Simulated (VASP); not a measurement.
Write the native input for VASP 6.6.1 that does the following.

```
Task                   : single point
Functional             : LDA
Potentials or basis    : VASP PAW LDA potentials, release 64 (Sr_sv, Mg)
Cutoff                 : 520 eV
k mesh                 : 12 × 12 × 12
Occupations            : gaussian, width 0.15 eV
Spin                   : no spin polarisation
Dipole correction      : no
Further INCAR settings : ALGO = Fast; EDIFF = 1e-06; NBANDS = 13
```

The structure of SrMg lies in POSCAR:

```
SrMg
1.0
    4.0170000000      0.0000000000      0.0000000000
    0.0000000000      4.0170000000      0.0000000000
    0.0000000000      0.0000000000      3.9000000000
Sr Mg
1 1
Direct
    0.5000000000      0.5000000000      0.5000000000
    0.0000000000      0.0000000000      0.0000000000
```

This cell differs from its parent crystal: strain +0.030 along x and y, +0.000 along z.

The input as run:

INCAR

```
SYSTEM = SrMg
PREC = Accurate
ENCUT = 520
EDIFF = 1E-6
ISMEAR = 0
SIGMA = 0.15
LREAL = .FALSE.
LASPH = .TRUE.
NELM = 100
ALGO = Fast
ISIF = 2
LWAVE = .FALSE.
LCHARG = .TRUE.
LELF = .TRUE.
LVHAR = .TRUE.
NBANDS = 13
```

KPOINTS

```
Automatic mesh
0
G
  12 12 12
  0 0 0
```

Potentials or basis: VASP PAW LDA potentials, release 64 (Sr_sv, Mg).

Command:

```console
$ cat potpaw_LDA.64/Sr_sv/POTCAR potpaw_LDA.64/Mg/POTCAR > POTCAR
$ mpirun -np 1 vasp_std > vasp.out
```

It gave:

- Pressure: 1.4 GPa
- Band gap on the k mesh: zero (bands 6 and 7 overlap by 1.38 eV)

Caveat: the cell differs from its parent crystal (strain +0.030 along x and y, +0.000 along z).

Run time: 56 s on 1 thread of Intel(R) Xeon(R) 6975P-C (Granite Rapids) (shared host), peak memory 0.29 GiB.
